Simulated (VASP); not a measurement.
Ag, 2 atoms in the cell. The cell holds a wire or tube with vacuum around it, 2 atoms: a = 11.300 Å, b = 9.300 Å, c = 2.735 Å, α = 90.00°, β = 90.00°, γ = 90.00°. 

| Property | Result |
| --- | --- |
| Program | VASP 6.6.1 |
| Task | single point |
| Functional | PBEsol |
| Potentials or basis | VASP PAW PBE potentials, release 64 (Ag) |
| Cutoff | 520 eV |
| k mesh | 1 × 1 × 23 |
| Occupations | gaussian, width 0.05 eV |
| Spin | collinear spin |
| Starting moments | [0.5, 0.5] μB |
| Dipole correction | no |
| Further INCAR settings | ALGO = Normal; EDIFF = 1e-06; NBANDS = 22 |

Potentials or basis: VASP PAW PBE potentials, release 64 (Ag).

Run with:

```bash
$ cat potpaw_PBE.64/Ag/POTCAR > POTCAR
$ mpirun -np 1 vasp_std > vasp.out
```

Hardware: 1 thread of AMD EPYC 7R13 (shared host).

Task: How long does it take, and how much memory?

Result: Wall time 5.1 min on 1 thread of AMD EPYC 7R13, with other jobs on the host, peak memory 0.42 GiB. Counts: scf iterations 22, k points 12.
